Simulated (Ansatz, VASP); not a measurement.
# Two plane-wave programs on Pt

```
Pt
1.0
     0.00000    2.34452    1.59357
     2.34452    0.00000    1.59357
     2.34452    2.34452    0.00000
Pt
1
Direct
  0.00000 0.00000 0.00000
```

Alike in both runs: task single point; functional PBE; k mesh 22 × 22 × 22; occupations gaussian, width 0.15 eV; no spin polarisation.

|  | VASP | Ansatz |
| --- | --- | --- |
| version | VASP 6.6.1 | Ansatz 0.2.0 |
| potentials or method | VASP PAW PBE potentials, release 64 (Pt), cutoff 520 eV | scalar-relativistic, plane waves, PAW |
| valence electrons in the cell | 10 | 18 |

```tsv
	VASP	Ansatz	Ansatz less VASP
gap on the k mesh at the Fermi level (eV)	none	none	-
pressure (GPa)	-18.6	-18.3	+0.27
traceless stress, the component that is largest in VASP (GPa)	-1.87	-1.89	-0.021
```

A gap of «none» marks a metal or a gap that the smearing closes. The functional is the same, so the differences come from potentials, cutoffs and numerics. VASP's potentials hold 10 valence electrons a cell and Ansatz's 18, so a difference there can come from the potentials and not from the codes.

Neither program's run includes spin-orbit coupling.
